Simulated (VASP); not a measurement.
Runs of VASP 6.6.1 on HfSc2O3. The structure is that of space group P6/mmm (No. 191), or close to it. The cells are those of the table. 

```tsv
task	cell	k mesh	cutoff (eV)	gap on the mesh (eV)	pressure (GPa)	relaxed volume (Å³/atom)
single point	a = 5.693, b = 5.693, c = 2.869 Å, angles 90.0, 90.0, 120.0°, 6 atoms	6 × 6 × 4	520	none	0.5	-
relaxation of cell and atoms	relaxed from a = 5.083, b = 5.083, c = 3.820 Å, angles 90.0, 90.0, 120.0°, 6 atoms	6 × 6 × 4	600	none	0.4	13.41
relaxation of cell and atoms	relaxed from a = 5.693, b = 5.693, c = 2.869 Å, angles 90.0, 90.0, 120.0°, 6 atoms	6 × 6 × 6	600	none	-0.3	13.33
single point	a = 5.641, b = 5.641, c = 2.893 Å, angles 90.0, 90.0, 120.0°, 6 atoms	12 × 12 × 14	520	none	0.5	-
single point	a = 5.638, b = 5.638, c = 2.897 Å, angles 90.0, 90.0, 120.0°, 6 atoms	6 × 6 × 6	520	none	(a)	-
single point	a = 5.083, b = 5.083, c = 3.820 Å, angles 90.0, 90.0, 120.0°, 6 atoms	6 × 6 × 4	520	none	-9.6	-
```

Alike in all rows: level PBE; potentials or basis VASP PAW PBE potentials, release 64 (Hf_pv, Sc_sv, O); no spin polarisation; smearing gaussian 0.1 eV.

Problem. Estimate the missing entries.

Solution. (a) 0.3.

Caveats: some runs use coarse meshes; spin-orbit coupling is left out, which moves the levels of the heavy elements.

A k mesh can miss the band edges, and the runs leave out spin-orbit coupling on Hf.

A gap of «none» marks levels without a gap at the run's occupations.
